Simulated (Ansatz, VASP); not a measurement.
One calculation of Re, two programs

```
Re
1.0
     2.75664    0.00000    0.00000
    -1.37832    2.38732    0.00000
     0.00000    0.00000    2.44310
Re
1
Direct
  0.00000 0.00000 0.00000
```

Alike in both runs: functional r2SCAN; k mesh 9 × 9 × 8; occupations gaussian, width 0.1 eV; no spin polarisation.

Ansatz relaxed the structure, and its values are those at the end. VASP's run is a single point on that final structure, the one shown.

|  | VASP | Ansatz |
| --- | --- | --- |
| version | VASP 6.6.1 | Ansatz 0.2.0 |
| potentials or method | VASP PAW PBE potentials, release 64 (Re_sv_GW), cutoff 610 eV | scalar-relativistic, plane waves, PAW |
| valence electrons in the cell | 15 | 15 |

```csv
,VASP,Ansatz,Ansatz less VASP
gap on the k mesh at the Fermi level (eV),none,none,-
pressure (GPa),-0.9,0.0,+0.93
```

VASP's potentials were made for PBE, not for r2SCAN. A gap of «none» marks a metal or a gap that the smearing closes.

Neither program's run includes spin-orbit coupling.
